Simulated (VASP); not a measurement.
Write the native input for VASP 6.6.1 that does the following.

```yaml
Task: single point
Functional: PBE
Potentials_or_basis: VASP PAW PBE potentials, release 64 (Ir, P)
Cutoff: 520 eV
k_mesh: 12 × 12 × 12
Occupations: gaussian, width 0.05 eV
Spin: no spin polarisation
Dipole_correction: no
Further_INCAR_settings: ALGO = Normal; EDIFF = 1e-07; NBANDS = 14
```

The structure of PIr lies in POSCAR:

```
PIr
1.0
    0.0000000000      2.5818443235      2.5818443235
    2.5818443235      0.0000000000      2.5818443235
    2.5818443235      2.5818443235      0.0000000000
Ir P
1 1
Direct
    0.0000000000      0.0000000000      0.0000000000
    0.2500000000      0.2500000000      0.2500000000
```

The input as run:

INCAR

```
SYSTEM = PIr
ALGO     = Normal         ! electronic algorithm
EDIFF    = 1E-7           ! SCF threshold, eV
ENCUT    = 520            ! plane-wave cutoff, eV
GGA      = PE             ! functional
ISIF     = 2              ! what is computed and relaxed
ISMEAR   = 0              ! smearing method
LASPH    = .True.         ! aspherical terms in the spheres
LCHARG   = .True.         ! write CHGCAR
LELF     = .True.         ! ELF
LREAL    = .False.        ! projectors in reciprocal space
LVHAR    = .True.       
LWAVE    = .False.        ! write WAVECAR
NBANDS   = 14             ! bands
NELM     = 60             ! most SCF steps
PREC     = Accurate       ! precision mode
SIGMA    = 0.05           ! smearing width, eV
```

KPOINTS

```
k-points
0
Gamma
  12 12 12
  0 0 0
```

Potentials or basis: VASP PAW PBE potentials, release 64 (Ir, P).

Launch:

```console
$ cat potpaw_PBE.64/Ir/POTCAR potpaw_PBE.64/P/POTCAR > POTCAR
$ mpirun -np 1 vasp_std > vasp.out
```

It gave:

| Property | Result |
| --- | --- |
| Pressure | 10.2 GPa |
| Band gap on the k mesh | zero (band 7 reaches 11.39 eV, above the bottom of band 8 at 6.93 eV) |

Caveat: spin-orbit coupling is left out, which moves the levels of the heavy elements.

It took 16 s on 1 thread of Intel(R) Xeon(R) 6975P-C (Granite Rapids) (shared host), peak memory 0.18 GiB.
